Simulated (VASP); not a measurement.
Here is a VASP 6.6.1 calculation.

File POSCAR:

```
BN
1.0
    2.5182681343      0.0000000000      0.0000000000
   -1.2591340672      2.1808841779      0.0000000000
    0.0000000000      0.0000000000      4.1652395541
B N
2 2
Direct
    0.6666666667      0.3333333333      0.9997995910
    0.3333333333      0.6666666667      0.4997995910
    0.6666666667      0.3333333333      0.6252004090
    0.3333333333      0.6666666667      0.1252004090
```

File INCAR.step1:

```
SYSTEM = BN
PREC = Accurate
ENCUT = 600
ISMEAR = 0
SIGMA = 0.02
LREAL = .False.
LASPH = .True.
NELM = 100
GGA = PE
ALGO = Normal
EDIFF = 1E-4
LWAVE = .True.
LCHARG = .False.
```

The input INCAR.step2:

```
SYSTEM = BN
PREC = Accurate
ENCUT = 600
EDIFF = 1E-7
ISMEAR = 0
SIGMA = 0.02
LREAL = .False.
LASPH = .True.
NELM = 100
ALGO = Normal
ISIF = 4
LWAVE = .False.
LCHARG = .False.
METAGGA = R2SCAN
LMIXTAU = .True.
IBRION = 2
NSW = 50
EDIFFG = -0.01
ISTART = 1
```

KPOINTS

```
regular mesh
0
Gamma
  12 12 6
  0 0 0
```

Potentials or basis: VASP PAW PBE potentials, release 64 (B, N).

The run is started by

```console
$ cat potpaw_PBE.64/B/POTCAR potpaw_PBE.64/N/POTCAR > POTCAR
$ cp INCAR.step1 INCAR
$ mpirun -np 1 vasp_std > vasp.out
$ cp INCAR.step2 INCAR
$ mpirun -np 1 vasp_std > vasp.out
```

Problem. Predict the band gap on the k mesh.

Solution. 5.66 eV (least direct gap 9.13 eV).

Final structure:
```
B N
1.0
     2.51817    0.00000    0.00000
    -1.25909    2.18080    0.00000
     0.00000    0.00000    4.16556
B N
2 2
Direct
  0.66667 0.33333 0.99967
  0.33333 0.66667 0.49967
  0.66667 0.33333 0.62533
  0.33333 0.66667 0.12533
```

 A k mesh can miss the band edges.
